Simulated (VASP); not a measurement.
# C (Cmme) in VASP: single point with PBEsol

Aim: the single point of C with PBEsol.

Program: VASP 6.6.1. These are calculated values, not measurements. Logs are shortened: lines on timing, memory, paths and dates and some standing lists are left out, and cuts for length are marked.

**1. The cell of the first run**

The structure is orthorhombic, space group Cmme (No. 67). The conventional cell has a = 2.456 Å, b = 4.254 Å, c = 7.173 Å, α = 90.00°, β = 90.00°, γ = 90.00°. C (site symmetry m) has 3 C at 1.42 Å within 1.9 Å.

**2. Single point, PBEsol**

Contents of INCAR:

```
SYSTEM = C
ALGO     = Normal         ! electronic algorithm
EDIFF    = 1E-6           ! SCF threshold, eV
ENCUT    = 600            ! plane-wave cutoff, eV
GGA      = PS             ! functional
GGA_COMPAT= .FALSE.      
ISIF     = 2              ! what is computed and relaxed
ISMEAR   = -1             ! smearing method
LASPH    = .TRUE.         ! aspherical terms in the spheres
LCHARG   = .TRUE.         ! write CHGCAR
LELF     = .TRUE.         ! ELF
LREAL    = .FALSE.        ! projectors in reciprocal space
LVHAR    = .TRUE.       
LWAVE    = .FALSE.        ! write WAVECAR
NBANDS   = 16             ! bands
NELM     = 120            ! most SCF steps
PREC     = Accurate       ! precision mode
SIGMA    = 0.05           ! smearing width, eV
```

Contents of KPOINTS:

```
k-points
0
G
  6 6 2
  0 0 0
```

Contents of POSCAR:

```
C
1.0
    1.2280479700     -2.1270618200      0.0000000000
    1.2280479700      2.1270618200      0.0000000000
    0.0000000000      0.0000000000      7.1732677600
C
4
Direct
    0.0833794600      0.9166205400      0.7531376000
    0.5833794600      0.4166205400      0.2468624000
    0.9166205400      0.0833794600      0.2468624000
    0.4166205400      0.5833794600      0.7531376000
```

Potentials or basis: VASP PAW PBE potentials, release 64 (C).

Command:

```
$ cat potpaw_PBE.64/C/POTCAR > POTCAR
$ mpirun -np 1 vasp_std > vasp.out
```

OUTCAR:

```text
SYSTEM = C
   EDIFF = 1E-6
   ENCUT = 600
   GGA = PS
   ISIF = 2
   ISMEAR = -1
   LASPH = .TRUE.
   LREAL = .FALSE.
   NELM = 120
   PREC = Accurate

 ion  position               nearest neighbor table
   1  0.083  0.917  0.753-   4 1.42   4 1.42   4 1.42
   2  0.583  0.417  0.247-   3 1.42   3 1.42   3 1.42
   3  0.917  0.083  0.247-   2 1.42   2 1.42   2 1.42
   4  0.417  0.583  0.753-   1 1.42   1 1.42   1 1.42

  LATTYP: Found a hexagonal cell.
 ALAT       =     2.4561135566
 C/A-ratio  =     2.9205765918

  Lattice vectors:

 A1 = (   1.2280479700,  -2.1270618200,   0.0000000000)
 A2 = (   1.2280479700,   2.1270618200,   0.0000000000)
 A3 = (   0.0000000000,   0.0000000000,   7.1732677600)

Analysis of symmetry for initial positions (statically):
=====================================================================
 Subroutine PRICEL returns:
 Original cell was already a primitive cell.

 Routine SETGRP: Setting up the symmetry group for a
 hexagonal supercell.

 Subroutine GETGRP returns: Found  8 space group operations
 (whereof  4 operations were pure point group operations)
 out of a pool of 24 trial point group operations.

The static configuration has the point symmetry C_2h.
 The point group associated with its full space group is D_2h.

Analysis of symmetry for dynamics (positions and initial velocities):
=====================================================================
 Subroutine PRICEL returns:
 Original cell was already a primitive cell.

 Routine SETGRP: Setting up the symmetry group for a
 hexagonal supercell.

 Subroutine GETGRP returns: Found  8 space group operations
 (whereof  4 operations were pure point group operations)
 out of a pool of 24 trial point group operations.

The dynamic configuration has the point symmetry C_2h.
 The point group associated with its full space group is D_2h.

 Subroutine INISYM returns: Found  8 space group operations
 (whereof  4 operations are pure point group operations),
 and found     1 'primitive' translations

----------------------------------------------------------------------------------------

                                     Primitive cell

  volume of cell :      37.4751

  direct lattice vectors                    reciprocal lattice vectors
     1.228047970 -2.127061820  0.000000000     0.407150219 -0.235066041  0.000000000
     1.228047970  2.127061820  0.000000000     0.407150219  0.235066041  0.000000000
     0.000000000  0.000000000  7.173267760     0.000000000  0.000000000  0.139406479

  length of vectors
     2.456113557  2.456113557  7.173267760     0.470135453  0.470135453  0.139406479

  position of ions in fractional coordinates (direct lattice)
     0.083379460  0.916620540  0.753137600
     0.583379460  0.416620540  0.246862400
     0.916620540  0.083379460  0.246862400
     0.416620540  0.583379460  0.753137600

  ion indices of the primitive-cell ions
   primitive index   ion index
                 1           1
                 2           2
                 3           3
                 4           4

----------------------------------------------------------------------------------------

 KPOINTS: k-points

Automatic generation of k-mesh.
 Grid dimensions read from file:
 generate k-points for:    6    6    2

 Generating k-lattice:

  Cartesian coordinates                     Fractional coordinates (reciprocal lattice)
     0.067858370 -0.039177673  0.000000000     0.166666667 -0.000000000  0.000000000
     0.067858370  0.039177673  0.000000000    -0.000000000  0.166666667  0.000000000
     0.000000000  0.000000000  0.069703239     0.000000000  0.000000000  0.500000000

  Length of vectors
     0.078355909  0.078355909  0.069703239

  Shift w.r.t. Gamma in fractional coordinates (k-lattice)
     0.000000000  0.000000000  0.000000000

 Subroutine IBZKPT returns following result:
 ===========================================

 Found     26 irreducible k-points:

 Following reciprocal coordinates:
            Coordinates               Weight
  0.000000  0.000000  0.000000      1.000000
  0.166667  0.000000  0.000000      4.000000
 -0.166667  0.166667  0.000000      2.000000
  0.333333  0.000000  0.000000      4.000000
 -0.333333  0.333333  0.000000      2.000000
  0.500000  0.000000  0.000000      2.000000
[... 16 lines left out ...]
  0.333333  0.166667  0.500000      4.000000
 -0.166667  0.500000  0.500000      4.000000
 [... further k-points ...]
   k-points           NKPTS =     26   k-points in BZ     NKDIM =     26   number of bands    NBANDS=     16
   number of dos      NEDOS =    301   number of ions     NIONS =      4
   total plane-waves  NPLWV =  24000
   dimension x,y,z NGX =    20 NGY =   20 NGZ =   60
   dimension x,y,z NGXF=    40 NGYF=   40 NGZF=  120
   ions per type =               4
   NGX,Y,Z   is equivalent  to a cutoff of  13.54, 13.54, 13.91 a.u.
   NGXF,Y,Z  is equivalent  to a cutoff of  27.07, 27.07, 27.81 a.u.
 SYSTEM =  C
   PREC   = accura    normal or accurate (medium, high low for compatibility)
   ISTART =      0    job   : 0-new  1-cont  2-samecut
   ICHARG =      2    charge: 1-file 2-atom 10-const
   ISPIN  =      1    spin polarized calculation?
   LNONCOLLINEAR =      F non collinear calculations
   LSORBIT =      F    spin-orbit coupling
   LASPH  =      T    aspherical Exc in radial PAW
   ENCUT  =  600.0 eV  44.10 Ry    6.64 a.u.   4.91  4.91 14.33*2*pi/ulx,y,z
   NELM   =    120;   NELMIN=  2; NELMDL= -5     # of ELM steps
   EDIFF  = 0.1E-05   stopping-criterion for ELM
   LREAL  =      F    real-space projection
   EDIFFG = 0.1E-04   stopping-criterion for IOM
   NSW    =      0    number of steps for IOM
   IBRION =     -1    ionic relax: 0-MD 1-quasi-New 2-CG
   NFREE  =      0    steps in history (QN), initial steepest desc. (CG)
   ISIF   =      2    stress and relaxation
   ISYM   =      2    0-nonsym 1-usesym 2-fastsym
   POTIM  = 0.5000    time-step for ionic-motion
   TEBEG  =    0.0;   TEEND  =   0.0 temperature during run
   PSTRESS=    0.0 pullay stress
   NELECT =      16.0000    total number of electrons
   NUPDOWN=      -1.0000    fix difference up-down
   EMIN   =  10.00;   EMAX   =-10.00  energy-range for DOS
   EFERMI =   0.00;   METHOD = LEGACY
   ISMEAR =    -1;   SIGMA  =   0.05  broadening in eV -4-tet -1-fermi 0-gaus
   EFERMI_NEDOS =   21; number of points for ismear=-14 and -15
   IALGO  =     38    algorithm
   IMIX   =      4    mixing-type and parameters
     AMIX     =   0.40;   BMIX     =  1.00
     AMIX_MAG =   1.60;   BMIX_MAG =  1.00
  volume/ion in A,a.u.               =       9.37        63.22
  Fermi-wavevector in a.u.,A,eV,Ry     =   1.232728  2.329519 20.675669  1.519619
  Thomas-Fermi vector in A             =   2.367487
   LORBIT       =      0    0 simple, 1 ext, 2 COOP (PROOUT), +10 PAW based schemes
   GGA     = PS    functional components
   LHFCALC =     F    Hartree Fock is set to
   AEXX    =    0.0000 exact exchange contribution
   IVDW    =     0    specifies the selected vdW correction
   LEPSILON=     F    determine dielectric tensor
   LRPA    =     F    only Hartree local field effects (RPA)
 non-spin polarized calculation
  energy-cutoff  :      600.00
  volume of cell :       37.48
 maximum number of plane-waves:      1275
   NGX =  9   NGY =  9   NGZ = 29

 number of electron      15.9999999 magnetization

 Free energy of the ion-electron system (eV)
  ---------------------------------------------------
  ext. energy  EPLUGINS =         0.00000000
  ---------------------------------------------------
  free energy    TOTEN  =       -38.50600159 eV

  energy without entropy =      -38.49763053  energy(sigma->0) =      -38.50181606

 E-fermi :   4.0960     XC(G=0): -10.0966

 val. band max:        4.0837489700   @ k =   0.3333   0.3333   0.5000
 cond. band min:       4.1084184909   @ k =   0.3333   0.3333   0.5000
 fundamental gap:      0.0246695209
 Fermi energy:         4.0960461092

 k-point     1 :       0.0000    0.0000    0.0000
  band No.  band energies     occupation
      1     -15.5561      2.00000
      2     -15.3752      2.00000
      3      -4.2957      2.00000
      4      -2.8800      2.00000
      5       1.1041      2.00000
      6       1.1104      2.00000
[... 8 lines left out ...]
     15      15.6652      0.00000
     16      15.7474      0.00000

 k-point     2 :       0.1667    0.0000    0.0000
  band No.  band energies     occupation
      1     -14.8926      2.00000
      2     -14.7196      2.00000
      3      -3.4893      2.00000
      4      -2.1155      2.00000
      5      -1.2036      2.00000
      6      -1.1677      2.00000
[... 8 lines left out ...]
     15      15.0558      0.00000
     16      15.0561      0.00000

 k-point     3 :      -0.1667    0.1667    0.0000
  band No.  band energies     occupation
      1     -14.8927      2.00000
      2     -14.7195      2.00000
      3      -3.4906      2.00000
      4      -2.1134      2.00000
      5      -1.2082      2.00000
      6      -1.1761      2.00000
[... 8 lines left out ...]
     15      15.0198      0.00000
     16      15.0733      0.00000

 k-point     4 :       0.3333    0.0000    0.0000
  band No.  band energies     occupation
      1     -12.9345      2.00000
      2     -12.7844      2.00000
      3      -5.5594      2.00000
      4      -5.4828      2.00000
      5      -1.6787      2.00000
      6      -1.6785      2.00000
[... 8 lines left out ...]
     15      19.1103      0.00000
     16      20.5092      0.00000

 k-point     5 :      -0.3333    0.3333    0.0000
  band No.  band energies     occupation
      1     -12.9354      2.00000
      2     -12.7840      2.00000
      3      -5.5620      2.00000
      4      -5.4874      2.00000
      5      -1.6870      2.00000
      6      -1.6600      2.00000
[... 8 lines left out ...]
     15      19.1351      0.00000
     16      20.4793      0.00000

 k-point     6 :       0.5000    0.0000    0.0000
  band No.  band energies     occupation
      1     -10.1394      2.00000
      2     -10.1394      2.00000
      3      -9.1954      2.00000
      4      -9.1954      2.00000
      5      -2.3219      2.00000
      6      -2.3219      2.00000
[... 8 lines left out ...]
     15      18.0352      0.00000
     16      18.0352      0.00000
[... 267 lines left out ...]
 k-point    21 :       0.1667    0.1667    0.5000
  band No.  band energies     occupation
      1     -13.5128      2.00000
      2     -13.4960      2.00000
      3      -3.6229      2.00000
      4      -3.6157      2.00000
      5      -2.3374      2.00000
      6      -2.3330      2.00000
[... 8 lines left out ...]
     15      15.8530      0.00000
     16      15.8537      0.00000

 k-point    22 :      -0.1667    0.3333    0.5000
  band No.  band energies     occupation
      1     -13.5130      2.00000
      2     -13.4961      2.00000
      3      -3.6254      2.00000
      4      -3.6254      2.00000
      5      -2.3288      2.00000
      6      -2.3283      2.00000
[... 8 lines left out ...]
     15      15.8244      0.00000
     16      15.8342      0.00000

 k-point    23 :       0.3333    0.1667    0.5000
  band No.  band energies     occupation
      1     -10.9999      2.00000
      2     -10.9863      2.00000
      3      -7.3078      2.00000
      4      -7.2972      2.00000
      5      -3.9787      2.00000
      6      -3.9727      2.00000
[... 8 lines left out ...]
     15      17.6986      0.00000
     16      17.7107      0.00000

 k-point    24 :      -0.1667    0.5000    0.5000
  band No.  band energies     occupation
      1     -11.0002      2.00000
      2     -10.9863      2.00000
      3      -7.3078      2.00000
      4      -7.2985      2.00000
      5      -3.9776      2.00000
      6      -3.9720      2.00000
[... 8 lines left out ...]
     15      17.6477      0.00000
     16      17.6751      0.00000

 [... further k-points ...]

------------------------ aborting loop because EDIFF is reached ----------------------------------------

  FORCE on cell =-STRESS in cart. coord.  units (eV):
  Direction    XX          YY          ZZ          XY          YZ          ZX
  --------------------------------------------------------------------------------------
  -------------------------------------------------------------------------------------
  Total        0.6193087      0.5015573     -0.1363240      0.0000000      0.0000000      0.0000000
  in kB       26.4773948     21.4431528     -5.8282787      0.0000000      0.0000000      0.0000000
  external PRESSURE =      14.0307563 kB  Pullay stress =       0.0000000 kB

 VOLUME and BASIS-vectors are now :
 -----------------------------------------------------------------------------
  energy-cutoff  :      600.00
  volume of cell :       37.48
      direct lattice vectors                 reciprocal lattice vectors
     1.228047970 -2.127061820  0.000000000     0.407150219 -0.235066041  0.000000000
     1.228047970  2.127061820  0.000000000     0.407150219  0.235066041  0.000000000
     0.000000000  0.000000000  7.173267760     0.000000000  0.000000000  0.139406479

 POSITION                                       TOTAL-FORCE (eV/Angst)
 -----------------------------------------------------------------------------------
      1.22805      1.77236      5.40246         0.000000      0.024667      0.004706
      1.22805     -0.35471      1.77081         0.000000      0.024667     -0.004706
      1.22805     -1.77236      1.77081         0.000000     -0.024667     -0.004706
      1.22805      0.35471      5.40246         0.000000     -0.024667      0.004706
 -----------------------------------------------------------------------------------
    total drift:                                0.000000      0.000000      0.000000

  FREE ENERGIE OF THE ION-ELECTRON SYSTEM (eV)
  ---------------------------------------------------
  free  energy   TOTEN  =       -38.5060015853 eV

  energy  without entropy=      -38.4976305293  energy(sigma->0) =      -38.50181606
```

Wall time 11 s (1 thread of AMD EPYC 9R45 (Zen 5), shared host); peak memory 0.12 GiB.

What came out:

| Property | Result |
| --- | --- |
| Free energy | -38.5060 eV |
| Pressure | 1.4 GPa |
| Largest force | 0.025 eV/Å |

Forces in eV/Å, atoms in the order of the input:
```
C    0.000  0.025  0.005
C    0.000  0.025 -0.005
C    0.000 -0.025 -0.005
C    0.000 -0.025  0.005
```

Caveat: the k points lie up to 0.49 Å⁻¹ apart; this functional lacks dispersion, which binds the layers, so the pressure and a relaxed spacing across them are unreliable; the PAW data sets were made with another functional, which shifts forces and pressure a little.
